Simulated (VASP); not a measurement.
# NaI4 (C2/m) in VASP: notebook, part 2 of 2

VASP 6.6.1.

## 4. Relaxation of cell and atoms, PBE+D3(BJ)

Contents of INCAR:

```
SYSTEM = NaI4
PREC = Accurate ; ENCUT = 600
EDIFF = 1E-6 ; ISMEAR = 0
SIGMA = 0.1 ; LREAL = .False.
LASPH = .True. ; NELM = 80
ALGO = Normal ; ISIF = 3
LWAVE = .False. ; LCHARG = .False.
GGA = PE ; IVDW = 12
IBRION = 2 ; NSW = 90
EDIFFG = -0.04
```

Contents of KPOINTS:

```
Automatic mesh
0
Gamma
  4 4 2
  0 0 0
```

Contents of POSCAR:

```
NaI4
1.0
    3.1144826500     -3.1144826500      0.0000000000
    3.1144826500      3.1144826500      0.0000000000
    0.0000000000      0.0000000000      8.4216467900
Na I
1 4
Direct
    0.0000000000      0.0000000000      0.0000000000
    0.8750000000      0.3750000000      0.7368895400
    0.3750000000      0.8750000000      0.7368895400
    0.6250000000      0.1250000000      0.2631104600
    0.1250000000      0.6250000000      0.2631104600
```

On the command line:

```console
cat potpaw_PBE.64/Na_pv/POTCAR potpaw_PBE.64/I/POTCAR > POTCAR
mpirun -np 1 vasp_std > vasp.out
```

Wall time 13 min (1 thread of AMD EPYC 9R45 (Zen 5), shared host); peak memory 0.31 GiB.

It converged, with:

```
Free energy                           : -11.1409 eV
Relaxed volume                        : 43.09 Å³/atom
Relaxed cell                          : a = 5.261 Å, b = 5.261 Å, c = 8.312 Å, α = 90.53°, β = 90.53°, γ = 110.51°
Space group after relaxing (to 0.1 Å) : C2/m (No. 12)
Pressure after relaxing               : -0.1 GPa
Largest force after relaxing          : 0.029 eV/Å
Band gap on the k mesh                : zero (an odd number of electrons rules out a gap without spin polarisation)
Dispersion energy per atom            : -0.244 eV
```

Forces on the atoms (eV/Å):
```
Na   0.000  0.000  0.000
I   -0.014  0.025 -0.002
I   -0.014 -0.025 -0.002
I    0.014  0.025  0.002
I    0.014 -0.025  0.002
```

Stress tensor (GPa, compression positive):
```
-0.09  0.00 -0.06
 0.00 -0.05  0.00
-0.06  0.00 -0.15
```

Final structure:
```
Na I
1.0
     2.99819   -4.32263   -0.01480
     2.99819    4.32263   -0.01480
    -0.09427    0.00000    8.31170
Na I
1 4
Direct
  0.00000 0.00000 0.00000
  0.89882 0.40411 0.74657
  0.40411 0.89882 0.74657
  0.59589 0.10118 0.25343
  0.10118 0.59589 0.25343
```

Levels at points of the mesh, in eV from the Fermi level:
| k point | band 14 | band 15 | band 16 | band 17 | band 18 | band 19 | band 20 | band 21 |
| --- | --- | --- | --- | --- | --- | --- | --- | --- |
| (0.00, 0.00, 0.00) | -1.77 | -1.69 | -1.34 | -0.88 | 2.40 | 2.52 | 2.81 | 4.23 |
| (0.50, 0.00, 0.00) | -2.16 | -2.15 | -2.07 | -2.07 | -1.47 | -1.46 | 4.40 | 4.88 |
| (0.50, 0.50, 0.00) | -1.54 | -1.07 | -0.59 | -0.52 | 2.51 | 2.62 | 3.18 | 4.89 |
| (0.00, 0.00, 0.50) | -1.75 | -1.72 | -1.12 | -1.00 | 2.46 | 2.47 | 3.46 | 3.99 |
| (0.50, 0.00, 0.50) | -2.31 | -2.21 | -2.11 | -2.08 | -2.06 | -2.05 | 4.76 | 5.31 |
| (0.50, 0.50, 0.50) | -1.30 | -1.19 | -0.57 | -0.54 | 2.56 | 2.57 | 3.80 | 4.73 |

Caveat: the k points lie up to 0.38 Å⁻¹ apart in the final cell, too coarse for converged energies and pressures of a metal; the volume moved by over 15 % at a fixed basis, so the end points are rough; spin-orbit coupling is left out, which moves the levels of the heavy elements; an odd number of electrons without spin polarisation forces a metal; a magnetic or distorted state may lie lower.

## 5. Single point, PBE+D3(BJ)

This run uses another cell than the first one, of 40.45 Å³/atom.

Contents of INCAR:

```
PREC     = Accurate       # precision mode
ENCUT    = 520            # plane-wave cutoff, eV
EDIFF    = 1E-7           # SCF threshold, eV
ISMEAR   = 0              # smearing method
SIGMA    = 0.1            # smearing width, eV
LREAL    = False          # projectors in reciprocal space
LASPH    = True           # aspherical terms in the spheres
NELM     = 80             # most SCF steps
ALGO     = Normal         # electronic algorithm
ISIF     = 2              # what is computed and relaxed
LWAVE    = False          # write WAVECAR
LCHARG   = True           # write CHGCAR
GGA      = PE             # functional
IVDW     = 12             # dispersion correction
LELF     = True           # ELF
LVHAR    = True         
NBANDS   = 26             # bands
```

Contents of KPOINTS:

```
regular mesh
0
Gamma
  8 8 6
```

Contents of POSCAR:

```
NaI4
1.0
    3.0587040399     -3.9605240334     -0.1165159177
    3.0587040399      3.9605240334     -0.1165159177
   -0.6324786412      0.0000000000      8.3727426608
Na I
1 4
Direct
    0.0000000000      0.0000000000      0.0000000000
    0.9108357809      0.4148368563      0.7386048246
    0.4148368563      0.9108357809      0.7386048246
    0.5851631437      0.0891642191      0.2613951754
    0.0891642191      0.5851631437      0.2613951754
```

On the command line:

```console
cat potpaw_PBE.64/Na_pv/POTCAR potpaw_PBE.64/I/POTCAR > POTCAR
mpirun -np 1 vasp_std > vasp.out
```

It took 3.9 min on 1 thread of AMD EPYC 9R45 (Zen 5), shared host; peak memory 0.62 GiB.

The run converged. Its results:

```
Free energy                : -10.9091 eV
Pressure                   : 0.0 GPa
Largest force              : 0.003 eV/Å
Band gap on the k mesh     : zero (an odd number of electrons rules out a gap without spin polarisation)
Dispersion energy per atom : -0.263 eV
```

Forces in eV/Å, atoms in the order of the input:
```
Na   0.000  0.000  0.000
I    0.001 -0.003 -0.001
I    0.001  0.003 -0.001
I   -0.001 -0.003  0.001
I   -0.001  0.003  0.001
```

Levels at points of the mesh, in eV from the Fermi level:
```tsv
k point	band 14	band 15	band 16	band 17	band 18	band 19	band 20	band 21
(0.00, 0.00, 0.00)	-1.26	-1.07	-0.79	-0.28	2.57	2.65	3.58	4.54
(0.50, 0.00, 0.00)	-1.60	-1.58	-1.51	-1.50	-0.91	-0.89	5.13	5.56
(0.50, 0.50, 0.00)	-1.17	-0.62	0.33	0.39	2.80	2.86	3.70	5.09
(0.00, 0.00, 0.50)	-1.19	-1.14	-0.76	-0.25	2.56	2.67	4.24	4.65
(0.50, 0.00, 0.50)	-1.72	-1.61	-1.48	-1.47	-1.43	-1.42	5.48	6.04
(0.50, 0.50, 0.50)	-1.13	-0.58	0.33	0.39	2.78	2.89	4.31	5.00
```

Caveat: spin-orbit coupling is left out, which moves the levels of the heavy elements; an odd number of electrons without spin polarisation forces a metal; a magnetic or distorted state may lie lower.

## 6. Overview

```csv
task,cell,k mesh,cutoff (eV),gap on the mesh (eV),pressure (GPa),largest force (eV/Å)
single point,"a = 4.405, b = 4.405, c = 8.422 Å, 5 atoms, atomic positions A",4 × 4 × 2,520,none,8.9,0.61
single point,"a = 5.223, b = 5.223, c = 8.232 Å, angles 91.2, 91.2, 109.9°, 5 atoms, atomic positions B",4 × 4 × 2,520,none,0.0,0.02
relaxation of cell and atoms,"relaxed from a = 4.405, b = 4.405, c = 8.422 Å, 5 atoms, atomic positions A",4 × 4 × 2,600,none,-0.1,0.03
single point,"a = 5.005, b = 5.005, c = 8.397 Å, angles 94.0, 94.0, 104.6°, 5 atoms, atomic positions C",8 × 8 × 6,520,none,0.0,-
```

Alike in all rows: level PBE+D3(BJ); potentials or basis VASP PAW PBE potentials, release 64 (Na_pv, I); no spin polarisation; smearing gaussian 0.1 eV.

Caveats: some runs use coarse meshes; spin-orbit coupling is left out, which moves the levels of the heavy elements; an odd number of electrons without spin polarisation forces a metal; a magnetic or distorted state may lie lower; the volume moved by over 15 % at a fixed basis, so the end points are rough (at least some runs).

Total energies depend on the potentials used, so only differences within one code and one set of settings carry meaning.
